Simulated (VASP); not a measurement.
# Mg (Pm-3m) in VASP: single point with r2SCAN

Aim: the single point of Mg with r2SCAN.

Everything below comes from runs of VASP 6.6.1. Logs are shortened: lines on timing, memory, paths and dates and some standing lists are left out, and cuts for length are marked.

## (1) The cell of the first run

Symmetry: Pm-3m, No. 221, cubic system. The conventional cell has a = 2.828 Å, b = 2.828 Å, c = 2.828 Å, α = 90.00°, β = 90.00°, γ = 90.00°. Mg (site symmetry m-3m) has 6 Mg at 2.83 Å within 3.7 Å.

## (2) Single point, r2SCAN

POSCAR

```
Mg
1.0
   -0.9425284586      1.8850569172      1.8850569172
    1.8850569172     -0.9425284586      1.8850569172
    1.8850569172      1.8850569172     -0.9425284586
Mg
1
Direct
    0.0000000000      0.0000000000      0.0000000000
```

INCAR.step1

```
PREC = Accurate ; ENCUT = 520
ISMEAR = 0 ; SIGMA = 0.15
LREAL = F ; LASPH = T
NELM = 80 ; NBANDS = 7
GGA = PE ; ALGO = Normal
EDIFF = 1E-4 ; LWAVE = T
LCHARG = F
```

INCAR.step2

```
PREC = Accurate ; ENCUT = 520
EDIFF = 1E-6 ; ISMEAR = 0
SIGMA = 0.15 ; LREAL = F
LASPH = T ; NELM = 80
ALGO = Normal ; ISIF = 2
LWAVE = F ; LCHARG = F
METAGGA = R2SCAN ; LMIXTAU = T
NBANDS = 7 ; ISTART = 1
```

KPOINTS

```
regular mesh
0
Gamma
  20 20 20
```

Potentials or basis: VASP PAW PBE potentials, release 64 (Mg).

Started as:

```sh
> cat potpaw_PBE.64/Mg/POTCAR > POTCAR
> cp INCAR.step1 INCAR
> mpirun -np 1 vasp_std > vasp.out
> cp INCAR.step2 INCAR
> mpirun -np 1 vasp_std > vasp.out
```

OUTCAR:

```text
PREC = Accurate
   ENCUT = 520
   EDIFF = 1E-6
   ISMEAR = 0
   LREAL = F
   LASPH = T
   NELM = 80
   ISIF = 2
   METAGGA = R2SCAN
   ISTART = 1

 ion  position               nearest neighbor table
   1  0.000  0.000  0.000-

  LATTYP: Found a simple cubic cell.
 ALAT       =     2.8275853758

  Lattice vectors:

 A1 = (  -0.9425284586,   1.8850569172,   1.8850569172)
 A2 = (   1.8850569172,  -0.9425284586,   1.8850569172)
 A3 = (   1.8850569172,   1.8850569172,  -0.9425284586)

Analysis of symmetry for initial positions (statically):
=====================================================================
 Subroutine PRICEL returns:
 Original cell was already a primitive cell.

 Routine SETGRP: Setting up the symmetry group for a
 simple cubic supercell.

 Subroutine GETGRP returns: Found 48 space group operations
 (whereof 48 operations were pure point group operations)
 out of a pool of 48 trial point group operations.

The static configuration has the point symmetry O_h .

Analysis of symmetry for dynamics (positions and initial velocities):
=====================================================================
 Subroutine PRICEL returns:
 Original cell was already a primitive cell.

 Routine SETGRP: Setting up the symmetry group for a
 simple cubic supercell.

 Subroutine GETGRP returns: Found 48 space group operations
 (whereof 48 operations were pure point group operations)
 out of a pool of 48 trial point group operations.

The dynamic configuration has the point symmetry O_h .

 Subroutine INISYM returns: Found 48 space group operations
 (whereof 48 operations are pure point group operations),
 and found     1 'primitive' translations

----------------------------------------------------------------------------------------

                                     Primitive cell

  volume of cell :      22.6072

  direct lattice vectors                    reciprocal lattice vectors
    -0.942528459  1.885056917  1.885056917    -0.117886214  0.235772427  0.235772427
     1.885056917 -0.942528459  1.885056917     0.235772427 -0.117886214  0.235772427
     1.885056917  1.885056917 -0.942528459     0.235772427  0.235772427 -0.117886214

  length of vectors
     2.827585376  2.827585376  2.827585376     0.353658641  0.353658641  0.353658641

  position of ions in fractional coordinates (direct lattice)
     0.000000000  0.000000000  0.000000000

  ion indices of the primitive-cell ions
   primitive index   ion index
                 1           1

----------------------------------------------------------------------------------------

 KPOINTS: regular mesh

Automatic generation of k-mesh.
 Grid dimensions read from file:
 generate k-points for:   20   20   20

 Generating k-lattice:

  Cartesian coordinates                     Fractional coordinates (reciprocal lattice)
    -0.005894311  0.011788621  0.011788621     0.050000000  0.000000000  0.000000000
     0.011788621 -0.005894311  0.011788621     0.000000000  0.050000000  0.000000000
     0.011788621  0.011788621 -0.005894311     0.000000000  0.000000000  0.050000000

  Length of vectors
     0.017682932  0.017682932  0.017682932

  Shift w.r.t. Gamma in fractional coordinates (k-lattice)
     0.000000000  0.000000000  0.000000000

 Subroutine IBZKPT returns following result:
 ===========================================

 Found    286 irreducible k-points:

 Following reciprocal coordinates:
            Coordinates               Weight
  0.000000  0.000000  0.000000      1.000000
  0.050000  0.000000  0.000000      6.000000
  0.100000  0.000000  0.000000      6.000000
  0.150000  0.000000  0.000000      6.000000
  0.200000  0.000000  0.000000      6.000000
  0.250000  0.000000  0.000000      6.000000
[... 16 lines left out ...]
  0.150000  0.100000 -0.000000     24.000000
  0.200000  0.100000  0.000000     24.000000
 [... further k-points ...]
   k-points           NKPTS =    286   k-points in BZ     NKDIM =    286   number of bands    NBANDS=      7
   number of dos      NEDOS =    301   number of ions     NIONS =      1
   total plane-waves  NPLWV =  13824
   dimension x,y,z NGX =    24 NGY =   24 NGZ =   24
   dimension x,y,z NGXF=    48 NGYF=   48 NGZF=   48
   ions per type =               1
   NGX,Y,Z   is equivalent  to a cutoff of  14.11, 14.11, 14.11 a.u.
   NGXF,Y,Z  is equivalent  to a cutoff of  28.22, 28.22, 28.22 a.u.
 SYSTEM =  unknown system
   PREC   = accura    normal or accurate (medium, high low for compatibility)
   ISTART =      1    job   : 0-new  1-cont  2-samecut
   ICHARG =      0    charge: 1-file 2-atom 10-const
   ISPIN  =      1    spin polarized calculation?
   LNONCOLLINEAR =      F non collinear calculations
   LSORBIT =      F    spin-orbit coupling
   LASPH  =      T    aspherical Exc in radial PAW
   ENCUT  =  520.0 eV  38.22 Ry    6.18 a.u.   5.26  5.26  5.26*2*pi/ulx,y,z
   NELM   =     80;   NELMIN=  2; NELMDL=  0     # of ELM steps
   EDIFF  = 0.1E-05   stopping-criterion for ELM
   LREAL  =      F    real-space projection
   EDIFFG = 0.1E-04   stopping-criterion for IOM
   NSW    =      0    number of steps for IOM
   IBRION =     -1    ionic relax: 0-MD 1-quasi-New 2-CG
   NFREE  =      0    steps in history (QN), initial steepest desc. (CG)
   ISIF   =      2    stress and relaxation
   ISYM   =      2    0-nonsym 1-usesym 2-fastsym
   POTIM  = 0.5000    time-step for ionic-motion
   TEBEG  =    0.0;   TEEND  =   0.0 temperature during run
   PSTRESS=    0.0 pullay stress
   NELECT =       2.0000    total number of electrons
   NUPDOWN=      -1.0000    fix difference up-down
   EMIN   =  10.00;   EMAX   =-10.00  energy-range for DOS
   EFERMI =   0.00;   METHOD = LEGACY
   ISMEAR =     0;   SIGMA  =   0.15  broadening in eV -4-tet -1-fermi 0-gaus
   EFERMI_NEDOS =   21; number of points for ismear=-14 and -15
   IALGO  =     38    algorithm
   IMIX   =      4    mixing-type and parameters
     AMIX     =   0.40;   BMIX     =  1.00
     AMIX_MAG =   1.60;   BMIX_MAG =  1.00
  volume/ion in A,a.u.               =      22.61       152.56
  Fermi-wavevector in a.u.,A,eV,Ry     =   0.729462  1.378483  7.239854  0.532114
  Thomas-Fermi vector in A             =   1.821189
   LORBIT       =      0    0 simple, 1 ext, 2 COOP (PROOUT), +10 PAW based schemes
   METAGGA = R2SCAN    functional components
   LHFCALC =     F    Hartree Fock is set to
   AEXX    =    0.0000 exact exchange contribution
   IVDW    =     0    specifies the selected vdW correction
   LEPSILON=     F    determine dielectric tensor
   LRPA    =     F    only Hartree local field effects (RPA)
 non-spin polarized calculation
 Gauss-broadening in eV      SIGMA  =   0.15
  energy-cutoff  :      520.00
  volume of cell :       22.61
 maximum number of plane-waves:       627
 NGX is ok and might be reduce to    24
   NGX = 11   NGY = 11   NGZ = 11

 number of electron       2.0000000 magnetization

 Free energy of the ion-electron system (eV)
  ---------------------------------------------------
  ext. energy  EPLUGINS =         0.00000000
  ---------------------------------------------------
  free energy    TOTEN  =        -3.62378137 eV

  energy without entropy =       -3.61886968  energy(sigma->0) =       -3.62132552

 E-fermi :   2.6828     XC(G=0):  -9.1095

 val. band max:        2.6788239526   @ k =   0.4500   0.4000   0.1500
 cond. band min:       2.7101144286   @ k =   0.4000   0.1500   0.0500
 fundamental gap:      0.0312904760
 Fermi energy:         2.6828494290

 k-point     1 :       0.0000    0.0000    0.0000
  band No.  band energies     occupation
      1      -4.7869      2.00000
      2      12.0903      0.00000
      3      12.0903      0.00000
      4      14.4774      0.00000
      5      14.4774      0.00000
      6      14.4774      0.00000
      7      20.2614      0.00000

 k-point     2 :       0.0500    0.0000    0.0000
  band No.  band energies     occupation
      1      -4.7364      2.00000
      2      11.4069      0.00000
      3      12.1351      0.00000
      4      14.5177      0.00000
      5      14.5177      0.00000
      6      15.0401      0.00000
      7      20.4958      0.00000

 k-point     3 :       0.1000    0.0000    0.0000
  band No.  band energies     occupation
      1      -4.5851      2.00000
      2      10.1232      0.00000
      3      12.2687      0.00000
      4      14.6385      0.00000
      5      14.6385      0.00000
      6      15.9571      0.00000
      7      21.1997      0.00000

 k-point     4 :       0.1500    0.0000    0.0000
  band No.  band energies     occupation
      1      -4.3333      2.00000
      2       8.7252      0.00000
      3      12.4893      0.00000
      4      14.8399      0.00000
      5      14.8399      0.00000
      6      16.7711      0.00000
      7      22.3312      0.00000

 k-point     5 :       0.2000    0.0000    0.0000
  band No.  band energies     occupation
      1      -3.9820      2.00000
      2       7.3242      0.00000
      3      12.7929      0.00000
      4      15.1220      0.00000
      5      15.1220      0.00000
      6      17.4635      0.00000
      7      23.7661      0.00000
[... 161 lines left out ...]
 k-point    22 :       0.1000    0.1000    0.0000
  band No.  band energies     occupation
      1      -4.3836      2.00000
      2       9.8503      0.00000
      3      10.9250      0.00000
      4      14.7997      0.00000
      5      14.8857      0.00000
      6      17.4325      0.00000
      7      21.8583      0.00000

 k-point    23 :       0.1500    0.1000   -0.0000
  band No.  band energies     occupation
      1      -4.1324      2.00000
      2       8.7900      0.00000
      3      10.8349      0.00000
      4      15.0013      0.00000
      5      15.1064      0.00000
      6      18.3991      0.00000
      7      22.7420      0.00000

 k-point    24 :       0.2000    0.1000    0.0000
  band No.  band energies     occupation
      1      -3.7817      2.00000
      2       7.4627      0.00000
      3      11.0804      0.00000
      4      15.2836      0.00000
      5      15.3907      0.00000
      6      19.1918      0.00000
      7      22.5552      0.00000

 [... further k-points ...]
[... 5 lines left out ...]
  --------------------------------------------------------------------------------------
  -------------------------------------------------------------------------------------
  Total        0.8120483      0.8120483      0.8120483     -0.0000000     -0.0000000     -0.0000000
  in kB       57.5499918     57.5499918     57.5499918     -0.0000000     -0.0000000     -0.0000000
  external PRESSURE =      57.5499918 kB  Pullay stress =       0.0000000 kB

 VOLUME and BASIS-vectors are now :
 -----------------------------------------------------------------------------
  energy-cutoff  :      520.00
  volume of cell :       22.61
      direct lattice vectors                 reciprocal lattice vectors
    -0.942528459  1.885056917  1.885056917    -0.117886214  0.235772427  0.235772427
     1.885056917 -0.942528459  1.885056917     0.235772427 -0.117886214  0.235772427
     1.885056917  1.885056917 -0.942528459     0.235772427  0.235772427 -0.117886214

 POSITION                                       TOTAL-FORCE (eV/Angst)
 -----------------------------------------------------------------------------------
      0.00000      0.00000      0.00000         0.000000      0.000000     -0.000000
 -----------------------------------------------------------------------------------
    total drift:                               -0.000000     -0.000000      0.000000

  FREE ENERGIE OF THE ION-ELECTRON SYSTEM (eV)
  ---------------------------------------------------
  free  energy   TOTEN  =        -3.6237813658 eV

  energy  without entropy=       -3.6188696758  energy(sigma->0) =       -3.62132552
```

It took 93 s on 1 thread of Oxide Virtual Turin-like, shared host; peak memory 0.14 GiB.

Results:

```
Free energy            : -3.6238 eV
Pressure               : 5.8 GPa
Band gap on the k mesh : zero (band 1 reaches 8.52 eV, above the bottom of band 2 at 0.27 eV)
```

Levels at points of the mesh, in eV from the Fermi level:
```csv
k point,band 1,band 2,band 3,band 4
"(0.00, 0.00, 0.00)",-7.47,9.41,9.41,11.79
"(0.50, 0.00, 0.00)",-2.66,-2.42,12.41,15.48
"(0.50, 0.50, 0.00)",1.60,1.60,2.55,3.36
"(0.50, 0.50, 0.50)",5.84,5.84,5.84,6.36
```

Caveat: the PAW data sets were made with another functional, which shifts forces and pressure a little.
